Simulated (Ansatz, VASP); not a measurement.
**Two plane-wave programs on Nb**

```
Nb
1.0
     0.07931    2.11500    2.11500
     2.11500    0.07931    2.11500
     2.19431    2.19431    0.00000
Nb
1
Direct
  0.00000 0.00000 0.00000
```

Change from the starting cell: strain +0.0750 x Voigt [0, 0, 0, 0, 0, 1], atoms carried along.

Alike in both runs: task single point; functional PBEsol; k mesh 20 × 20 × 20; occupations gaussian, width 0.15 eV; no spin polarisation.

```csv
,VASP,Ansatz
version,VASP 6.6.1,Ansatz 0.2.0
potentials or method,"VASP PAW PBE potentials, release 64 (Nb_sv), cutoff 520 eV","scalar-relativistic, plane waves, PAW"
valence electrons in the cell,13,13
```

```csv
,VASP,Ansatz,Ansatz less VASP
gap on the k mesh at the Fermi level (eV),none,none,-
pressure (GPa),-7.4,-7.1,+0.28
"traceless stress, the component that is largest in VASP (GPa)",2.48,2.56,+0.077
```

VASP's potentials were made for PBE, not for PBEsol. A gap of «none» marks a metal or a gap that the smearing closes. The functional is the same, so the differences come from potentials, cutoffs and numerics.
